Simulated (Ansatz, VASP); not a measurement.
One calculation of Sb2Au, two programs

```
CELL_PARAMETERS angstrom
0.00000 3.26006 3.26006
3.26006 0.00000 3.26006
3.26006 3.26006 0.00000
ATOMIC_POSITIONS crystal
Sb 0.25000 0.25000 0.25000
Sb 0.75000 0.75000 0.75000
Au 0.00000 0.00000 0.00000
```

Change from the starting cell: volume scaled by 0.94, PAW files.

Alike in both runs: task electric field gradients; functional LDA; k mesh 9 × 9 × 9; occupations fermi-dirac, width 0.08 eV; no spin polarisation.

|  | VASP | Ansatz |
| --- | --- | --- |
| version | VASP 6.6.1 | Ansatz 0.2.0 |
| potentials or method | VASP PAW LDA potentials, release 64 (Sb, Au) | PAW with Ansatz's default frozen-core files, scalar-relativistic |
| plane-wave cutoff (eV) | 520 | 420 |
| valence electrons in the cell | 21 | 49 |

```tsv
	VASP	Ansatz	Ansatz less VASP
pressure (GPa)	10.6	10.3	-0.32
```

LDA's correlation is that of Perdew and Zunger in VASP and of Perdew and Wang (1992) in Ansatz. VASP's potentials hold 21 valence electrons a cell and Ansatz's 49, so a difference there can come from the potentials and not from the codes.

Spin-orbit coupling is off throughout.
